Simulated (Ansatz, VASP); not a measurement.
Two plane-wave programs on H2Os

```xyz
3
Lattice="2.5842 0.0000 0.0000 0.0000 2.5842 0.0000 0.0000 0.0000 4.3869" Properties=species:S:1:pos:R:3 pbc="T T T"
H     1.2921    1.2921    0.9062
H     1.2921    1.2921    3.4807
Os    0.0000    0.0000    0.0000
```

Change from the starting cell: species swapped into the Ga2Cu type (P4/mmm, No. 123).

Alike in both runs: functional PBE; k mesh 18 × 18 × 10; occupations gaussian, width 0.1 eV; no spin polarisation.

Ansatz relaxed the structure, and its values are those at the end. VASP's run is a single point on that final structure, the one shown.

|  | VASP | Ansatz |
| --- | --- | --- |
| version | VASP 6.6.1 | Ansatz 0.2.0 |
| potentials or method | VASP PAW PBE potentials, release 64 (H, Os), cutoff 520 eV | scalar-relativistic, plane waves, PAW |
| valence electrons in the cell | 10 | 18 |

|  | VASP | Ansatz | Ansatz less VASP |
| --- | --- | --- | --- |
| gap on the k mesh at the Fermi level (eV) | none | none | - |
| pressure (GPa) | 0.3 | 0.0 | -0.29 |
| rms of the force components (eV/Å) | 0.007 | 0.000 | -0.0064 |

A gap of «none» marks a metal or a gap that the smearing closes. VASP's potentials hold 10 valence electrons a cell and Ansatz's 18, so a difference there can come from the potentials and not from the codes.

Spin-orbit coupling is off throughout.
